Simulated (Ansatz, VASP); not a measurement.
## One calculation of In2Ga3As5, two programs

File INCAR:

```
PREC = Accurate
ENCUT = 500
EDIFF = 1E-6
ISMEAR = 0
SIGMA = 0.2
LREAL = F
LASPH = T
NELM = 120
ALGO = Normal
ISIF = 2
LWAVE = F
LCHARG = T
GGA = PE
LELF = T
LVHAR = T
NBANDS = 56
GGA_COMPAT = F
```

Contents of KPOINTS:

```
Automatic mesh
0
Gamma
  6 6 6
```

Contents of POSCAR:

```
In2Ga3As5
1.0
    0.0000000000     -4.1783636000      0.0000000000
    4.1783636000      0.0000000000      0.0000000000
   -2.0891818000      2.0891818000     14.8840365000
In Ga As
2 3 5
Direct
    0.3514570000      0.8514570000      0.7029140000
    0.1485430000      0.6485430000      0.2970860000
    0.7500000000      0.2500000000      0.5000000000
    0.5471740000      0.0471740000      0.0943480000
    0.9528260000      0.4528260000      0.9056520000
    0.9060920000      0.9060920000      0.8121840000
    0.2967960000      0.2967960000      0.5935920000
    0.7032040000      0.7032040000      0.4064080000
    0.0939080000      0.0939080000      0.1878160000
    0.5000000000      0.5000000000      0.0000000000
```

Input for Ansatz:

```yaml
crystal:
  lattice:
    - [0.0, -4.1783636, 0.0]
    - [4.1783636, 0.0, 0.0]
    - [-2.0891818, 2.0891818, 14.8840365]
  atoms:
    - { symbol: In, position: [0.351457, 0.851457, 0.702914] }
    - { symbol: In, position: [0.148543, 0.648543, 0.297086] }
    - { symbol: Ga, position: [0.75, 0.25, 0.5] }
    - { symbol: Ga, position: [0.547174, 0.047174, 0.094348] }
    - { symbol: Ga, position: [0.952826, 0.452826, 0.905652] }
    - { symbol: As, position: [0.906092, 0.906092, 0.812184] }
    - { symbol: As, position: [0.296796, 0.296796, 0.593592] }
    - { symbol: As, position: [0.703204, 0.703204, 0.406408] }
    - { symbol: As, position: [0.093908, 0.093908, 0.187816] }
    - { symbol: As, position: [0.5, 0.5, 0.0] }
basis:
  ecutwfc: 420
kpoints:
  mp_grid: { grid: [6, 6, 6] }
hamiltonian:
  xc: pbe
scf:
  occupations: { method: gaussian, width: 0.2 }
  lower_state_search: "off"
output:
  forces: true
  stress: true
  eigenvalues: true
```

Alike in both runs: task single point; functional PBE; k mesh 6 × 6 × 6; occupations gaussian, width 0.2 eV; no spin polarisation.

|  | VASP | Ansatz |
| --- | --- | --- |
| version | VASP 6.6.1 | Ansatz 0.2.0 |
| potentials or method | VASP PAW PBE potentials, release 64 (In_d, Ga_d, As), cutoff 500 eV | scalar-relativistic, plane waves, PAW |
| valence electrons in the cell | 90 | 140 |

|  | VASP | Ansatz | Ansatz less VASP |
| --- | --- | --- | --- |
| gap on the k mesh at the Fermi level (eV) | none | none | - |
| pressure (GPa) | 0.1 | 0.0 | -0.10 |
| traceless stress, the component that is largest in VASP (GPa) | -0.12 | -0.12 | +0.001 |

A gap of «none» marks a metal or a gap that the smearing closes. VASP's potentials hold 90 valence electrons a cell and Ansatz's 140, so a difference there can come from the potentials and not from the codes.
